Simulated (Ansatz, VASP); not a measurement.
# NiGe in VASP and in Ansatz

```
CELL_PARAMETERS angstrom
5.26823 0.00000 0.00000
0.00000 3.40131 0.00000
0.00000 0.00000 5.69480
ATOMIC_POSITIONS crystal
Ni 0.50684 0.25000 0.69015
Ni 0.49316 0.75000 0.30985
Ni 0.00684 0.25000 0.80985
Ni 0.99316 0.75000 0.19015
Ge 0.69005 0.25000 0.08774
Ge 0.30995 0.75000 0.91226
Ge 0.19005 0.25000 0.41226
Ge 0.80995 0.75000 0.58774
```

Alike in both runs: functional LDA; k mesh 6 × 8 × 6; occupations fermi-dirac, width 0.15 eV; no spin polarisation.

Ansatz relaxed the structure, and its values are those at the end. VASP's run is a single point on that final structure, the one shown.

```csv
,VASP,Ansatz
version,VASP 6.6.1,Ansatz 0.2.0
potentials or method,"VASP PAW LDA potentials, release 64 (Ni, Ge_d), cutoff 600 eV","scalar-relativistic, plane waves, PAW"
valence electrons in the cell,96,128
```

VASP gave:

* gap on the k mesh at the Fermi level (eV): none
* pressure (GPa): 0.3
* rms of the force components (eV/Å): 0.007

Question: What did Ansatz give for the same quantities?

Answer: gap on the k mesh at the Fermi level (eV): none; pressure (GPa): 0.0; rms of the force components (eV/Å): 0.000.

Ansatz warns that its potentials were made for another functional, while VASP's fit it. LDA's correlation is that of Perdew and Zunger in VASP and of Perdew and Wang (1992) in Ansatz. A gap of «none» marks a metal or a gap that the smearing closes. VASP's potentials hold 96 valence electrons a cell and Ansatz's 128, so a difference there can come from the potentials and not from the codes.
